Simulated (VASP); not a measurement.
The system is BP.

```
P B
1.0
     0.00000    2.31350    2.31350
     2.31350    0.00000    2.31350
     2.31350    2.31350    0.00000
P B
1 1
Direct
  0.75000 0.75000 0.75000
  0.00000 0.00000 0.00000
```

Base run:

```yaml
Program: VASP 6.6.1
Functional: r2SCAN
Dispersion: D3(BJ)
Potentials_or_basis: VASP PAW PBE potentials, release 64 (P, B)
Cutoff: 520 eV
k_mesh: 10 × 10 × 10
Occupations: fermi-dirac, width 0.05 eV
Spin: no spin polarisation
```

Its results: band gap on the k mesh 1.52 eV, indirect (least direct gap 3.56 eV); pressure -11.3 GPa.

**Question.** After a change of settings the same cell gave: band gap on the k mesh 1.60 eV, indirect (least direct gap 3.49 eV); pressure -11.5 GPa. Which change was it?
A. functional from r2SCAN to BLYP
B. dispersion from D3(BJ) to rVV10
C. functional from r2SCAN to revPBE; further incar settings from ALGO = Normal; EDIFF = 1e-07; NBANDS = 11 to ALGO = Normal; EDIFF = 1e-06; NBANDS = 11
D. functional from r2SCAN to PBEsol; dispersion from D3(BJ) to none

**Answer.** A.

Caveats: the PAW data sets were made with another functional, which shifts forces and pressure a little.
